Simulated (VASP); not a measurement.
# PbS: relaxation of cell and atoms with r2SCAN

Crystal: PbS.

```
Pb S
1.0
     0.00000    3.00661    3.00661
     3.00661    0.00000    3.00661
     3.00661    3.00661    0.00000
Pb S
1 1
Direct
  0.00000 0.00000 0.00000
  0.50000 0.50000 0.50000
```

- Program: VASP 6.6.1
- Task: relaxation of cell and atoms
- Functional: r2SCAN
- Potentials or basis: VASP PAW PBE potentials, release 64 (Pb_d, S)
- Cutoff: 600 eV
- k mesh: 5 × 5 × 5
- Occupations: fermi-dirac, width 0.1 eV
- Spin: no spin polarisation
- Dipole correction: no
- Further INCAR settings: ALGO = Normal; EDIFF = 1e-06; IBRION = 2; EDIFFG = -0.01; NSW = 60; ISIF = 3

* Relaxed volume: 26.62 Å³/atom
* Relaxed cell: a = 4.222 Å, b = 4.222 Å, c = 4.222 Å, α = 60.00°, β = 60.00°, γ = 60.00°
* Space group after relaxing (to 0.05 Å): Fm-3m (No. 225)
* Energy gained by relaxing: 2.1 meV/atom
* Ionic steps: 3
* Pressure after relaxing: 0.0 GPa

The path:
```csv
step,energy change (eV),largest force (eV/Å),pressure (GPa),volume (Å³)
1,0.0000,0.0000,-1.16,54.36
2,-0.0036,0.0000,0.48,52.83
3,-0.0042,0.0000,0.03,53.23
```

Final structure:
```
CELL_PARAMETERS angstrom
0.00000 2.98571 2.98571
2.98571 0.00000 2.98571
2.98571 2.98571 0.00000
ATOMIC_POSITIONS crystal
Pb 0.00000 0.00000 0.00000
S 0.50000 0.50000 0.50000
```

Levels at points of the mesh, in eV from the Fermi level:
```
           k point  band 7  band 8  band 9  band 10  band 11  band 12  band 13  band 14
(0.00, 0.00, 0.00)   -6.55   -2.63   -2.63    -2.63     5.09     5.09     5.09     6.78
```

It took 2.6 min on 1 thread of AMD EPYC 7R43 64-Core Processor (Zen 3) (shared host), peak memory 0.19 GiB.

Caveat: this odd mesh misses L, where the gap lies, so gap, dielectric constants and Born charges aren't listed; the PAW data sets were made with another functional, which shifts forces and pressure a little; spin-orbit coupling is left out, which moves the levels of the heavy elements.
